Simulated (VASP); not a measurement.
# NaB2N2 (Pmm2) in VASP: single point with PBE

Aim: the single point of NaB2N2 with PBE.

All numbers are computed with VASP 6.6.1; they aren't measurements. Logs are shortened: lines on timing, memory, paths and dates and some standing lists are left out, and cuts for length are marked.

### 1 The cell of the first run

Symmetry: Pmm2, No. 25, orthorhombic system. Conventional cell: a = 2.705 Å, b = 3.606 Å, c = 3.606 Å, α = 90.00°, β = 90.00°, γ = 90.00°. Within 3.0 Å of Na (site symmetry mm2) lie 8 N at 2.27 to 2.43 Å and 8 B at 2.36 to 2.43 Å and 2 Na at 2.70 Å. B (site symmetry mm2) has 2 N at 1.52 Å and 1 B at 1.59 Å within 2.0 Å. Within 2.0 Å of B (site symmetry mm2) lie 2 N at 1.52 Å and 1 B at 1.59 Å. Within 1.8 Å of N (site symmetry m) lie 1 N at 1.33 Å and 2 B at 1.52 Å.

### 2 Single point, PBE

INCAR

```
PREC     = Accurate       # precision mode
ENCUT    = 520            # plane-wave cutoff, eV
EDIFF    = 1E-6           # SCF threshold, eV
ISMEAR   = 0              # smearing method
SIGMA    = 0.1            # smearing width, eV
LREAL    = False          # projectors in reciprocal space
LASPH    = True           # aspherical terms in the spheres
NELM     = 100            # most SCF steps
ALGO     = Normal         # electronic algorithm
ISIF     = 2              # what is computed and relaxed
LWAVE    = False          # write WAVECAR
LCHARG   = False          # write CHGCAR
GGA      = PE             # functional
NBANDS   = 20             # bands
```

KPOINTS

```
regular mesh
0
Gamma
  6 6 6
```

POSCAR

```
NaB2N2
1.0
    2.7048903100      0.0000000000      0.0000000000
    0.0000000000      3.6057705200      0.0000000000
    0.0000000000      0.0000000000      3.6057705200
Na B N
1 2 2
Direct
    0.5000000000      0.0000000000      0.5297740000
    0.0000000000      0.5000000000      0.2797740000
    0.0000000000      0.5000000000      0.7202260000
    0.0000000000      0.8160579800      0.0000000000
    0.0000000000      0.1839420200      0.0000000000
```

Potentials or basis: VASP PAW PBE potentials, release 64 (Na_pv, B, N).

Launch:

```console
cat potpaw_PBE.64/Na_pv/POTCAR potpaw_PBE.64/B/POTCAR potpaw_PBE.64/N/POTCAR > POTCAR
mpirun -np 1 vasp_std > vasp.out
```

OUTCAR:

```text
PREC = Accurate
   ENCUT = 520
   EDIFF = 1E-6
   ISMEAR = 0
   LREAL = False
   LASPH = True
   NELM = 100
   ISIF = 2
   GGA = PE

 ion  position               nearest neighbor table
   1  0.500  0.000  0.530-   4 2.27   5 2.27   4 2.27   5 2.27   3 2.36   3 2.36   3 2.36   3 2.36
                             2 2.43   2 2.43   2 2.43   2 2.43
   2  0.000  0.500  0.280-   4 1.52   5 1.52   3 1.59   3 2.02   1 2.43   1 2.43   1 2.43   1 2.43

   3  0.000  0.500  0.720-   4 1.52   5 1.52   2 1.59   2 2.02   1 2.36   1 2.36   1 2.36   1 2.36

   4  0.000  0.816  0.000-   5 1.33   3 1.52   2 1.52   1 2.27   1 2.27
   5  0.000  0.184  0.000-   4 1.33   3 1.52   2 1.52   1 2.27   1 2.27

  LATTYP: Found a simple tetragonal cell.
 ALAT       =     3.6057705200
 C/A-ratio  =     0.7501559778

  Lattice vectors:

 A1 = (   0.0000000000,   3.6057705200,   0.0000000000)
 A2 = (   0.0000000000,   0.0000000000,   3.6057705200)
 A3 = (   2.7048903100,   0.0000000000,   0.0000000000)

Analysis of symmetry for initial positions (statically):
=====================================================================
 Subroutine PRICEL returns:
 Original cell was already a primitive cell.

 Routine SETGRP: Setting up the symmetry group for a
 simple tetragonal supercell.

 Subroutine GETGRP returns: Found  4 space group operations
 (whereof  4 operations were pure point group operations)
 out of a pool of 16 trial point group operations.

The static configuration has the point symmetry C_2v.

Analysis of symmetry for dynamics (positions and initial velocities):
=====================================================================
 Subroutine PRICEL returns:
 Original cell was already a primitive cell.

 Routine SETGRP: Setting up the symmetry group for a
 simple tetragonal supercell.

 Subroutine GETGRP returns: Found  4 space group operations
 (whereof  4 operations were pure point group operations)
 out of a pool of 16 trial point group operations.

The dynamic configuration has the point symmetry C_2v.

 Subroutine INISYM returns: Found  4 space group operations
 (whereof  4 operations are pure point group operations),
 and found     1 'primitive' translations

----------------------------------------------------------------------------------------

                                     Primitive cell

  volume of cell :      35.1679

  direct lattice vectors                    reciprocal lattice vectors
     2.704890310  0.000000000  0.000000000     0.369700759  0.000000000  0.000000000
     0.000000000  3.605770520  0.000000000     0.000000000  0.277333234  0.000000000
     0.000000000  0.000000000  3.605770520     0.000000000  0.000000000  0.277333234

  length of vectors
     2.704890310  3.605770520  3.605770520     0.369700759  0.277333234  0.277333234

  position of ions in fractional coordinates (direct lattice)
     0.500000000  0.000000000  0.529774000
     0.000000000  0.500000000  0.279774000
     0.000000000  0.500000000  0.720226000
     0.000000000  0.816057980  0.000000000
     0.000000000  0.183942020  0.000000000

  ion indices of the primitive-cell ions
   primitive index   ion index
                 1           1
                 2           2
                 3           3
                 4           4
                 5           5

----------------------------------------------------------------------------------------

 KPOINTS: regular mesh

Automatic generation of k-mesh.
 Grid dimensions read from file:
 generate k-points for:    6    6    6

 Generating k-lattice:

  Cartesian coordinates                     Fractional coordinates (reciprocal lattice)
     0.061616793  0.000000000  0.000000000     0.166666667  0.000000000  0.000000000
     0.000000000  0.046222206  0.000000000     0.000000000  0.166666667  0.000000000
     0.000000000  0.000000000  0.046222206     0.000000000  0.000000000  0.166666667

  Length of vectors
     0.061616793  0.046222206  0.046222206

  Shift w.r.t. Gamma in fractional coordinates (k-lattice)
     0.000000000  0.000000000  0.000000000

 Subroutine IBZKPT returns following result:
 ===========================================

 Found     64 irreducible k-points:

 Following reciprocal coordinates:
            Coordinates               Weight
  0.000000  0.000000  0.000000      1.000000
  0.166667  0.000000  0.000000      2.000000
  0.333333  0.000000  0.000000      2.000000
  0.500000  0.000000  0.000000      1.000000
  0.000000  0.166667  0.000000      2.000000
  0.000000  0.000000  0.166667      2.000000
[... 16 lines left out ...]
  0.166667  0.500000  0.000000      2.000000
  0.166667  0.000000  0.500000      2.000000
 [... further k-points ...]
   k-points           NKPTS =     64   k-points in BZ     NKDIM =     64   number of bands    NBANDS=     20
   number of dos      NEDOS =    301   number of ions     NIONS =      5
   total plane-waves  NPLWV =  15680
   dimension x,y,z NGX =    20 NGY =   28 NGZ =   28
   dimension x,y,z NGXF=    40 NGYF=   56 NGZF=   56
   ions per type =               1   2   2
   NGX,Y,Z   is equivalent  to a cutoff of  12.29, 12.91, 12.91 a.u.
   NGXF,Y,Z  is equivalent  to a cutoff of  24.58, 25.82, 25.82 a.u.
 SYSTEM =  unknown system
   PREC   = accura    normal or accurate (medium, high low for compatibility)
   ISTART =      0    job   : 0-new  1-cont  2-samecut
   ICHARG =      2    charge: 1-file 2-atom 10-const
   ISPIN  =      1    spin polarized calculation?
   LNONCOLLINEAR =      F non collinear calculations
   LSORBIT =      F    spin-orbit coupling
   LASPH  =      T    aspherical Exc in radial PAW
   ENCUT  =  520.0 eV  38.22 Ry    6.18 a.u.   5.03  6.70  6.70*2*pi/ulx,y,z
   NELM   =    100;   NELMIN=  2; NELMDL= -5     # of ELM steps
   EDIFF  = 0.1E-05   stopping-criterion for ELM
   LREAL  =      F    real-space projection
   EDIFFG = 0.1E-04   stopping-criterion for IOM
   NSW    =      0    number of steps for IOM
   IBRION =     -1    ionic relax: 0-MD 1-quasi-New 2-CG
   NFREE  =      0    steps in history (QN), initial steepest desc. (CG)
   ISIF   =      2    stress and relaxation
   ISYM   =      2    0-nonsym 1-usesym 2-fastsym
   POTIM  = 0.5000    time-step for ionic-motion
   TEBEG  =    0.0;   TEEND  =   0.0 temperature during run
   PSTRESS=    0.0 pullay stress
   NELECT =      23.0000    total number of electrons
   NUPDOWN=      -1.0000    fix difference up-down
   EMIN   =  10.00;   EMAX   =-10.00  energy-range for DOS
   EFERMI =   0.00;   METHOD = LEGACY
   ISMEAR =     0;   SIGMA  =   0.10  broadening in eV -4-tet -1-fermi 0-gaus
   EFERMI_NEDOS =   21; number of points for ismear=-14 and -15
   IALGO  =     38    algorithm
   IMIX   =      4    mixing-type and parameters
     AMIX     =   0.40;   BMIX     =  1.00
     AMIX_MAG =   1.60;   BMIX_MAG =  1.00
  volume/ion in A,a.u.               =       7.03        47.46
  Fermi-wavevector in a.u.,A,eV,Ry     =   1.421026  2.685351 27.474465  2.019316
  Thomas-Fermi vector in A             =   2.541880
   LORBIT       =      0    0 simple, 1 ext, 2 COOP (PROOUT), +10 PAW based schemes
   GGA     = PE    functional components
   LHFCALC =     F    Hartree Fock is set to
   AEXX    =    0.0000 exact exchange contribution
   IVDW    =     0    specifies the selected vdW correction
   LEPSILON=     F    determine dielectric tensor
   LRPA    =     F    only Hartree local field effects (RPA)
 non-spin polarized calculation
 Gauss-broadening in eV      SIGMA  =   0.10
  energy-cutoff  :      520.00
  volume of cell :       35.17
 maximum number of plane-waves:       984
   NGX = 11   NGY = 13   NGZ = 13

 number of electron      22.9999996 magnetization

 Free energy of the ion-electron system (eV)
  ---------------------------------------------------
  ext. energy  EPLUGINS =         0.00000000
  ---------------------------------------------------
  free energy    TOTEN  =       -29.40555550 eV

  energy without entropy =      -29.40206415  energy(sigma->0) =      -29.40380983

 E-fermi :   9.0661     XC(G=0): -12.0989

 val. band max:        9.0494248764   @ k =   0.1667   0.5000   0.5000
 cond. band min:       9.0888537101   @ k =   0.0000   0.0000   0.0000
 fundamental gap:      0.0394288337
 Fermi energy:         9.0661238385

 k-point     1 :       0.0000    0.0000    0.0000
  band No.  band energies     occupation
      1     -16.7812      2.00000
      2     -16.7149      2.00000
      3     -16.6884      2.00000
      4     -14.9354      2.00000
      5      -6.2096      2.00000
      6      -6.0936      2.00000
[... 12 lines left out ...]
     19      19.5267      0.00000
     20      22.2444      0.00000

 k-point     2 :       0.1667    0.0000    0.0000
  band No.  band energies     occupation
      1     -16.9057      2.00000
      2     -16.7377      2.00000
      3     -16.6908      2.00000
      4     -14.6367      2.00000
      5      -6.0555      2.00000
      6      -5.9603      2.00000
[... 12 lines left out ...]
     19      20.5006      0.00000
     20      22.6699      0.00000

 k-point     3 :       0.3333    0.0000    0.0000
  band No.  band energies     occupation
      1     -17.2252      2.00000
      2     -16.6875      2.00000
      3     -16.6423      2.00000
      4     -14.0716      2.00000
      5      -5.6966      2.00000
      6      -5.6706      2.00000
[... 12 lines left out ...]
     19      21.5408      0.00000
     20      22.3499      0.00000

 k-point     4 :       0.5000    0.0000    0.0000
  band No.  band energies     occupation
      1     -17.3649      2.00000
      2     -16.6608      2.00000
      3     -16.6180      2.00000
      4     -13.7819      2.00000
      5      -5.5119      2.00000
      6      -5.4668      2.00000
[... 12 lines left out ...]
     19      21.9434      0.00000
     20      22.6035      0.00000

 k-point     5 :       0.0000    0.1667    0.0000
  band No.  band energies     occupation
      1     -16.7791      2.00000
      2     -16.7403      2.00000
      3     -16.6871      2.00000
      4     -14.7707      2.00000
      5      -8.2491      2.00000
      6      -3.8396      2.00000
[... 12 lines left out ...]
     19      19.9400      0.00000
     20      22.0191      0.00000

 k-point     6 :       0.0000    0.0000    0.1667
  band No.  band energies     occupation
      1     -16.9200      2.00000
      2     -16.7105      2.00000
      3     -16.6865      2.00000
      4     -14.7226      2.00000
      5      -6.1699      2.00000
      6      -6.0377      2.00000
[... 12 lines left out ...]
     19      19.5053      0.00000
     20      21.4444      0.00000

 k-point     7 :       0.1667    0.1667    0.0000
  band No.  band energies     occupation
      1     -16.8979      2.00000
      2     -16.7361      2.00000
      3     -16.7126      2.00000
      4     -14.4840      2.00000
      5      -8.0848      2.00000
      6      -3.7174      2.00000
[... 12 lines left out ...]
     19      21.0534      0.00000
     20      22.7145      0.00000
[... 277 lines left out ...]
 k-point    20 :       0.5000    0.0000    0.3333
  band No.  band energies     occupation
      1     -17.2231      2.00000
      2     -16.7104      2.00000
      3     -16.6135      2.00000
      4     -13.9601      2.00000
      5      -5.4119      2.00000
      6      -5.2403      2.00000
[... 12 lines left out ...]
     19      20.9215      0.00000
     20      21.1010      0.00000

 k-point    21 :       0.0000    0.5000    0.0000
  band No.  band energies     occupation
      1     -16.8139      2.00000
      2     -16.7689      2.00000
      3     -16.6833      2.00000
      4     -14.1127      2.00000
      5     -10.5104      2.00000
      6      -0.8773      2.00000
[... 12 lines left out ...]
     19      19.5764      0.00000
     20      22.2535      0.00000

 k-point    22 :       0.0000    0.0000    0.5000
  band No.  band energies     occupation
      1     -17.2342      2.00000
      2     -16.6973      2.00000
      3     -16.6808      2.00000
      4     -14.1661      2.00000
      5      -5.9972      2.00000
      6      -5.8550      2.00000
[... 12 lines left out ...]
     19      18.9796      0.00000
     20      19.5585      0.00000

 k-point    23 :       0.1667    0.5000    0.0000
  band No.  band energies     occupation
      1     -16.8718      2.00000
      2     -16.7788      2.00000
      3     -16.7312      2.00000
      4     -13.8629      2.00000
      5     -10.3182      2.00000
      6      -0.8293      2.00000
[... 12 lines left out ...]
     19      19.6949      0.00000
     20      22.4496      0.00000

 k-point    24 :       0.1667    0.0000    0.5000
  band No.  band energies     occupation
      1     -17.1183      2.00000
      2     -16.8026      2.00000
      3     -16.6761      2.00000
      4     -14.1340      2.00000
      5      -5.8671      2.00000
      6      -5.6916      2.00000
[... 12 lines left out ...]
     19      20.1510      0.00000
     20      20.5307      0.00000

 [... further k-points ...]

------------------------ aborting loop because EDIFF is reached ----------------------------------------

  FORCE on cell =-STRESS in cart. coord.  units (eV):
  Direction    XX          YY          ZZ          XY          YZ          ZX
  --------------------------------------------------------------------------------------
  -------------------------------------------------------------------------------------
  Total       12.8772376      2.0299574      7.2394722      0.0000000      0.0000000      0.0000000
  in kB      586.6613363     92.4808206    329.8159562      0.0000000      0.0000000      0.0000000
  external PRESSURE =     336.3193710 kB  Pullay stress =       0.0000000 kB

 VOLUME and BASIS-vectors are now :
 -----------------------------------------------------------------------------
  energy-cutoff  :      520.00
  volume of cell :       35.17
      direct lattice vectors                 reciprocal lattice vectors
     2.704890310  0.000000000  0.000000000     0.369700759  0.000000000  0.000000000
     0.000000000  3.605770520  0.000000000     0.000000000  0.277333234  0.000000000
     0.000000000  0.000000000  3.605770520     0.000000000  0.000000000  0.277333234

 POSITION                                       TOTAL-FORCE (eV/Angst)
 -----------------------------------------------------------------------------------
      1.35245      0.00000      1.91024         0.000000      0.000000     -0.949738
      0.00000      1.80289      1.00880         0.000000      0.000000     -0.605280
      0.00000      1.80289      2.59697         0.000000      0.000000      0.755152
      0.00000      2.94252      0.00000         0.000000     -4.730396      0.399933
      0.00000      0.66325      0.00000         0.000000      4.730396      0.399933
 -----------------------------------------------------------------------------------
    total drift:                               -0.000000      0.000000      0.000411

  FREE ENERGIE OF THE ION-ELECTRON SYSTEM (eV)
  ---------------------------------------------------
  free  energy   TOTEN  =       -29.4055555017 eV

  energy  without entropy=      -29.4020641521  energy(sigma->0) =      -29.40380983
```

Wall time 16 s (1 thread of Intel Xeon 6975P-C (Granite Rapids), shared host); peak memory 0.16 GiB.

Results:

* Free energy: -29.4056 eV
* Pressure: 33.6 GPa
* Largest force: 4.747 eV/Å

Forces in eV/Å, atoms in the order of the input:
```
Na   0.000  0.000 -0.950
B    0.000  0.000 -0.605
B    0.000  0.000  0.755
N    0.000 -4.730  0.400
N    0.000  4.730  0.400
```

Caveat: the k points lie up to 0.39 Å⁻¹ apart; forces of over 1 eV/Å act on the atoms, so gaps and moduli don't describe the material at rest.
